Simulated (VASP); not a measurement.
# Rh (Fm-3m) in VASP: single point with r2SCAN

Aim: the single point of Rh with r2SCAN.

Program: VASP 6.6.1. These are calculated values, not measurements. Logs are shortened: lines on timing, memory, paths and dates and some standing lists are left out, and cuts for length are marked.

## (1) The cell of the first run

The structure is cubic, space group Fm-3m (No. 225). Conventional cell: a = 3.800 Å, b = 3.800 Å, c = 3.800 Å, α = 90.00°, β = 90.00°, γ = 90.00°. Within 3.5 Å of Rh (site symmetry m-3m) lie 12 Rh at 2.69 Å.

## (2) Single point, r2SCAN

POSCAR reads:

```
Rh
1.0
    0.0000000000      1.9000000000      1.9000000000
    1.9000000000      0.0000000000      1.9000000000
    1.9000000000      1.9000000000      0.0000000000
Rh
1
Direct
    0.0000000000      0.0000000000      0.0000000000
```

INCAR.step1 reads:

```
SYSTEM = Rh
PREC = Accurate
ENCUT = 680
ISMEAR = 0
SIGMA = 0.05
LREAL = .False.
LASPH = .True.
NELM = 120
NBANDS = 14
GGA = PE
ALGO = Normal
EDIFF = 1E-5
LWAVE = .True.
LCHARG = .False.
GGA_COMPAT = .False.
```

INCAR.step2 reads:

```
SYSTEM = Rh
PREC = Accurate
ENCUT = 680
EDIFF = 1E-6
ISMEAR = 0
SIGMA = 0.05
LREAL = .False.
LASPH = .True.
NELM = 120
ALGO = Normal
ISIF = 2
LWAVE = .False.
LCHARG = .False.
METAGGA = R2SCAN
LMIXTAU = .True.
NBANDS = 14
ISTART = 1
GGA_COMPAT = .False.
```

KPOINTS reads:

```
Automatic mesh
0
Gamma
  16 16 16
  0 0 0
```

Potentials or basis: VASP PAW PBE potentials, release 64 (Rh_sv_GW).

Started as:

```bash
cat potpaw_PBE.64/Rh_sv_GW/POTCAR > POTCAR
cp INCAR.step1 INCAR
mpirun -np 1 vasp_std > vasp.out
cp INCAR.step2 INCAR
mpirun -np 1 vasp_std > vasp.out
```

OUTCAR:

```text
SYSTEM = Rh
   PREC = Accurate
   ENCUT = 680
   EDIFF = 1E-6
   ISMEAR = 0
   LREAL = .False.
   LASPH = .True.
   NELM = 120
   ISIF = 2
   METAGGA = R2SCAN
   ISTART = 1

 ion  position               nearest neighbor table
   1  0.000  0.000  0.000-

  LATTYP: Found a face centered cubic cell.
 ALAT       =     3.8000000000

  Lattice vectors:

 A1 = (   0.0000000000,   1.9000000000,   1.9000000000)
 A2 = (   1.9000000000,   0.0000000000,   1.9000000000)
 A3 = (   1.9000000000,   1.9000000000,   0.0000000000)

Analysis of symmetry for initial positions (statically):
=====================================================================
 Subroutine PRICEL returns:
 Original cell was already a primitive cell.

 Routine SETGRP: Setting up the symmetry group for a
 face centered cubic supercell.

 Subroutine GETGRP returns: Found 48 space group operations
 (whereof 48 operations were pure point group operations)
 out of a pool of 48 trial point group operations.

The static configuration has the point symmetry O_h .

Analysis of symmetry for dynamics (positions and initial velocities):
=====================================================================
 Subroutine PRICEL returns:
 Original cell was already a primitive cell.

 Routine SETGRP: Setting up the symmetry group for a
 face centered cubic supercell.

 Subroutine GETGRP returns: Found 48 space group operations
 (whereof 48 operations were pure point group operations)
 out of a pool of 48 trial point group operations.

The dynamic configuration has the point symmetry O_h .

 Subroutine INISYM returns: Found 48 space group operations
 (whereof 48 operations are pure point group operations),
 and found     1 'primitive' translations

----------------------------------------------------------------------------------------

                                     Primitive cell

  volume of cell :      13.7180

  direct lattice vectors                    reciprocal lattice vectors
     0.000000000  1.900000000  1.900000000    -0.263157895  0.263157895  0.263157895
     1.900000000  0.000000000  1.900000000     0.263157895 -0.263157895  0.263157895
     1.900000000  1.900000000  0.000000000     0.263157895  0.263157895 -0.263157895

  length of vectors
     2.687005769  2.687005769  2.687005769     0.455802844  0.455802844  0.455802844

  position of ions in fractional coordinates (direct lattice)
[... 71 lines left out ...]
   ISPIN  =      1    spin polarized calculation?
   LNONCOLLINEAR =      F non collinear calculations
   LSORBIT =      F    spin-orbit coupling
   LASPH  =      T    aspherical Exc in radial PAW
   ENCUT  =  680.0 eV  49.98 Ry    7.07 a.u.   5.71  5.71  5.71*2*pi/ulx,y,z
   NELM   =    120;   NELMIN=  2; NELMDL=  0     # of ELM steps
   EDIFF  = 0.1E-05   stopping-criterion for ELM
   LREAL  =      F    real-space projection
[... 7 lines left out ...]
   TEBEG  =    0.0;   TEEND  =   0.0 temperature during run
   PSTRESS=    0.0 pullay stress
   NELECT =      17.0000    total number of electrons
   NUPDOWN=      -1.0000    fix difference up-down
   EMIN   =  10.00;   EMAX   =-10.00  energy-range for DOS
   EFERMI =   0.00;   METHOD = LEGACY
   ISMEAR =     0;   SIGMA  =   0.05  broadening in eV -4-tet -1-fermi 0-gaus
   EFERMI_NEDOS =   21; number of points for ismear=-14 and -15
   IALGO  =     38    algorithm
   IMIX   =      4    mixing-type and parameters
     AMIX     =   0.40;   BMIX     =  1.00
     AMIX_MAG =   1.60;   BMIX_MAG =  1.00
  volume/ion in A,a.u.               =      13.72        92.57
  Fermi-wavevector in a.u.,A,eV,Ry     =   1.758440  3.322970 42.070724  3.092111
  Thomas-Fermi vector in A             =   2.827598
   LORBIT       =      0    0 simple, 1 ext, 2 COOP (PROOUT), +10 PAW based schemes
   METAGGA = R2SCAN    functional components
   LHFCALC =     F    Hartree Fock is set to
   AEXX    =    0.0000 exact exchange contribution
   IVDW    =     0    specifies the selected vdW correction
   LEPSILON=     F    determine dielectric tensor
   LRPA    =     F    only Hartree local field effects (RPA)
 non-spin polarized calculation
 Gauss-broadening in eV      SIGMA  =   0.05
  energy-cutoff  :      680.00
  volume of cell :       13.72
 maximum number of plane-waves:       568
   NGX = 11   NGY = 11   NGZ = 11

 number of electron      17.0000001 magnetization

 Free energy of the ion-electron system (eV)
  ---------------------------------------------------
  ext. energy  EPLUGINS =         0.00000000
  ---------------------------------------------------
  free energy    TOTEN  =       -23.28633392 eV

  energy without entropy =      -23.28409079  energy(sigma->0) =      -23.28521235

 E-fermi :  10.6968     XC(G=0): -15.2888

 val. band max:       10.6807667853   @ k =   0.5000   0.3125   0.1250
 cond. band min:      10.7025604663   @ k =   0.4375   0.1250   0.0625
 fundamental gap:      0.0217936809
 Fermi energy:        10.6967810262

 k-point     1 :       0.0000    0.0000    0.0000
  band No.  band energies     occupation
      1     -70.4517      2.00000
      2     -37.0769      2.00000
      3     -37.0769      2.00000
      4     -37.0769      2.00000
      5       2.5578      2.00000
      6       7.5496      2.00000
      7       7.5496      2.00000
      8       7.5496      2.00000
      9       9.6511      2.00000
     10       9.6511      2.00000
     11      27.1900      0.00000
     12      32.8501      0.00000
     13      32.8501      0.00000
     14      32.8501      0.00000
[... 377 lines left out ...]
      1     -70.4395      2.00000
      2     -37.1511      2.00000
      3     -37.0994      2.00000
      4     -37.0827      2.00000
      5       2.9870      2.00000
      6       7.3398      2.00000
      7       7.7014      2.00000
      8       7.7510      2.00000
      9       9.4583      2.00000
     10       9.6785      2.00000
     11      27.7915      0.00000
     12      31.2316      0.00000
     13      32.9381      0.00000
     14      33.7189      0.00000

 [... further k-points ...]
[... 5 lines left out ...]
  --------------------------------------------------------------------------------------
  -------------------------------------------------------------------------------------
  Total        0.0053387      0.0053387      0.0053387      0.0000000      0.0000000      0.0000000
  in kB        0.6235282      0.6235282      0.6235282      0.0000000      0.0000000      0.0000000
  external PRESSURE =       0.6235282 kB  Pullay stress =       0.0000000 kB

 VOLUME and BASIS-vectors are now :
 -----------------------------------------------------------------------------
  energy-cutoff  :      680.00
  volume of cell :       13.72
      direct lattice vectors                 reciprocal lattice vectors
     0.000000000  1.900000000  1.900000000    -0.263157895  0.263157895  0.263157895
     1.900000000  0.000000000  1.900000000     0.263157895 -0.263157895  0.263157895
     1.900000000  1.900000000  0.000000000     0.263157895  0.263157895 -0.263157895

 POSITION                                       TOTAL-FORCE (eV/Angst)
 -----------------------------------------------------------------------------------
      0.00000      0.00000      0.00000         0.000000      0.000000      0.000000
 -----------------------------------------------------------------------------------
    total drift:                               -0.000000      0.000000     -0.000000

  FREE ENERGIE OF THE ION-ELECTRON SYSTEM (eV)
  ---------------------------------------------------
  free  energy   TOTEN  =       -23.2863339174 eV

  energy  without entropy=      -23.2840907914  energy(sigma->0) =      -23.28521235
```

OUTCAR.step1:

```text
SYSTEM = Rh
   PREC = Accurate
   ENCUT = 680
   ISMEAR = 0
   LREAL = .False.
   LASPH = .True.
   NELM = 120
[... 624 lines left out ...]
 -----------------------------------------------------------------------------------
      0.00000      0.00000      0.00000         0.000000      0.000000     -0.000000
 -----------------------------------------------------------------------------------
    total drift:                                0.000000      0.000000     -0.000000

  FREE ENERGIE OF THE ION-ELECTRON SYSTEM (eV)
  ---------------------------------------------------
  free  energy   TOTEN  =        -6.4041262510 eV

  energy  without entropy=       -6.4019911714  energy(sigma->0) =       -6.40305871
```

OSZICAR.step1:

```text
N       E                     dE             d eps       ncg     rms          rms(c)
DAV:   1     0.306307712924E+03    0.30631E+03   -0.11335E+04  4104   0.180E+03
DAV:   2     0.990580479813E+01   -0.29640E+03   -0.27028E+03  4066   0.690E+02
DAV:   3    -0.703918472778E+01   -0.16945E+02   -0.16156E+02  5934   0.165E+02
DAV:   4    -0.744233260788E+01   -0.40315E+00   -0.40291E+00  4516   0.284E+01
DAV:   5    -0.747070990456E+01   -0.28377E-01   -0.28376E-01  6932   0.719E+00    0.570E+01
DAV:   6    -0.644018602934E+01    0.10305E+01   -0.21283E+00  6312   0.338E+01    0.241E+01
DAV:   7    -0.640795636439E+01    0.32230E-01   -0.67704E-02  6690   0.365E+00    0.792E+00
DAV:   8    -0.640413752845E+01    0.38188E-02   -0.13076E-02  4996   0.316E+00    0.290E-01
DAV:   9    -0.640413924686E+01   -0.17184E-05   -0.32658E-04  6616   0.418E-01    0.154E-01
DAV:  10    -0.640412496557E+01    0.14281E-04   -0.16582E-05  3744   0.619E-02    0.192E-02
DAV:  11    -0.640412625095E+01   -0.12854E-05   -0.37148E-06  2594   0.498E-02
   1 F= -.64041263E+01 E0= -.64030587E+01  d E =-.213508E-02
```

It took 74 s on 1 thread of Intel Xeon 6975P-C (Granite Rapids), shared host; peak memory 0.19 GiB.

What came out:

```
Free energy            : -23.2863 eV
Pressure               : 0.1 GPa
Band gap on the k mesh : zero (an odd number of electrons rules out a gap without spin polarisation)
```

Levels at points of the mesh, in eV from the Fermi level:
```csv
k point,band 4,band 5,band 6,band 7,band 8,band 9,band 10,band 11,band 12,band 13
"(0.00, 0.00, 0.00)",-47.77,-8.14,-3.15,-3.15,-3.15,-1.05,-1.05,16.49,22.15,22.15
"(0.50, 0.00, 0.00)",-47.88,-6.31,-3.26,-3.26,0.62,0.62,0.93,9.15,16.10,22.05
"(0.50, 0.50, 0.00)",-48.06,-6.53,-6.15,0.54,1.08,1.08,3.51,12.94,14.00,14.00
```

Caveat: the PAW data sets were made with another functional, which shifts forces and pressure a little.

The gap in the log of VASP goes by the Fermi energy; the results here count the filled bands.